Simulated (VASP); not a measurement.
The system is SiC.

```
CELL_PARAMETERS angstrom
3.07569 0.00000 0.00000
-1.53785 2.66363 0.00000
0.00000 0.00000 10.07065
ATOMIC_POSITIONS crystal
Si 0.66667 0.33333 0.93784
Si 0.33333 0.66667 0.43784
Si 0.00000 0.00000 0.68789
Si 0.00000 0.00000 0.18789
C 0.66667 0.33333 0.74980
C 0.33333 0.66667 0.24980
C 0.00000 0.00000 0.50046
C 0.00000 0.00000 0.00046
```

| Property | Result |
| --- | --- |
| Program | VASP 6.6.1 |
| Task | relaxation of cell and atoms |
| Functional | PBE |
| Potentials or basis | VASP PAW PBE potentials, release 64 (Si, C) |
| Cutoff | 600 eV |
| k mesh | 12 × 12 × 4 |
| Occupations | gaussian, width 0.02 eV |
| Spin | no spin polarisation |

At the start: pressure 3.7 GPa; volume 10.31 Å³/atom.

Task: Where does the relaxation end?

Result: Over 6 steps the energy falls by 2.0 meV/atom and the volume is 10.49 Å³/atom (+1.7 %); space group P6_3mc (No. 186, to 0.1 Å) before and after.

Step by step:
```tsv
step	energy change (eV)	largest force (eV/Å)	pressure (GPa)	volume (Å³)
1	0.0000	0.0055	3.72	82.50
2	0.0009	0.0173	-3.60	85.40
3	-0.0161	0.0065	0.00	83.91
4	-0.0161	0.0063	0.07	83.88
5	-0.0161	0.0047	0.07	83.89
6	-0.0161	0.0005	0.07	83.89
```

Final structure:
```yaml
crystal:
  lattice:
    - [3.09291, 0.00000, 0.00000]
    - [-1.54645, 2.67854, 0.00000]
    - [0.00000, 0.00000, 10.12566]
  atoms:
    - { symbol: Si, position: [0.66667, 0.33333, 0.93785] }
    - { symbol: Si, position: [0.33333, 0.66667, 0.43785] }
    - { symbol: Si, position: [0.00000, 0.00000, 0.68790] }
    - { symbol: Si, position: [0.00000, 0.00000, 0.18790] }
    - { symbol: C, position: [0.66667, 0.33333, 0.74981] }
    - { symbol: C, position: [0.33333, 0.66667, 0.24981] }
    - { symbol: C, position: [0.00000, 0.00000, 0.50045] }
    - { symbol: C, position: [0.00000, 0.00000, 0.00045] }
```
